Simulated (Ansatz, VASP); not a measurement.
# TaN in VASP and in Ansatz

```
Ta N
1.0
     0.00000    2.17900    2.13542
     2.17900    0.00000    2.13542
     2.17900    2.17900    0.00000
Ta N
1 1
Direct
  0.50000 0.50000 0.50000
  0.00000 0.00000 0.00000
```

Change from the starting cell: zz strain of -2 %.

Alike in both runs: task single point; functional PBEsol; k mesh 9 × 9 × 9; occupations fermi-dirac, width 0.02 eV; no spin polarisation.

```csv
,VASP,Ansatz
version,VASP 6.6.1,Ansatz 0.2.0
potentials or method,"VASP PAW PBE potentials, release 64 (Ta_pv, N), cutoff 520 eV","all-electron LAPW, scalar-relativistic"
```

|  | VASP | Ansatz | Ansatz less VASP |
| --- | --- | --- | --- |
| pressure (GPa) | 13.9 | 12.6 | -1.31 |
| traceless stress, the component that is largest in VASP (GPa) | 10.15 | 10.02 | -0.137 |

VASP's potentials were made for PBE, not for PBEsol. Ansatz ran all-electron here, and VASP with PAW potentials.

Neither program's run includes spin-orbit coupling.
